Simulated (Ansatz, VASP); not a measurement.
# One calculation of InSb, two programs

```xyz
2
Lattice="0.0000 3.2877 3.1905 3.2877 0.0000 3.1905 3.2877 3.2877 0.0000" Properties=species:S:1:pos:R:3 pbc="T T T"
In    0.0000    0.0000    0.0000
Sb    4.9315    4.9315    4.7858
```

Change from the starting cell: strain +0.015 along x and y, -0.015 along z, atoms carried along.

Alike in both runs: task single point; functional PBEsol; k mesh 12 × 12 × 12; occupations gaussian, width 0.15 eV; no spin polarisation.

|  | VASP | Ansatz |
| --- | --- | --- |
| version | VASP 6.6.1 | Ansatz 0.2.0 |
| potentials or method | VASP PAW PBE potentials, release 64 (In_d, Sb), cutoff 520 eV | scalar-relativistic, plane waves, PAW |
| valence electrons in the cell | 18 | 28 |

```tsv
	VASP	Ansatz	Ansatz less VASP
pressure (GPa)	0.2	0.2	-0.02
traceless stress, the component that is largest in VASP (GPa)	0.52	0.52	0.000
```

VASP's potentials were made for PBE, not for PBEsol. With one functional, cell and mesh, what is left measures potentials, basis and numerics. VASP's potentials hold 18 valence electrons a cell and Ansatz's 28, so a difference there can come from the potentials and not from the codes.

Neither program's run includes spin-orbit coupling.
